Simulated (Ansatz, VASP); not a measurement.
**One calculation of Tl, two programs**

```xyz
1
Lattice="0.0000 2.3806 2.3806 2.3806 0.0000 2.3806 2.3806 2.3806 0.0000" Properties=species:S:1:pos:R:3 pbc="T T T"
Tl    0.0000    0.0000    0.0000
```

Alike in both runs: task relaxation of cell and atoms; functional r2SCAN; k mesh 16 × 16 × 16; occupations gaussian, width 0.1 eV; no spin polarisation.

```csv
,VASP,Ansatz
version,VASP 6.6.1,Ansatz 0.2.0
potentials or method,"VASP PAW PBE potentials, release 64 (Tl_d), cutoff 600 eV","scalar-relativistic, plane waves, PAW"
valence electrons in the cell,13,13
```

```tsv
	VASP	Ansatz	Ansatz less VASP
gap on the k mesh at the Fermi level, each at its own relaxed structure (eV)	none	none	-
relaxed volume (Å³/atom)	29.74	29.70	-0.036
relaxed length of the cell vector where the two differ most in proportion (Å)	3.478	3.476	-0.0014
```

VASP's potentials were made for PBE, not for r2SCAN. A gap of «none» marks a metal or a gap that the smearing closes.

Neither program's run includes spin-orbit coupling.
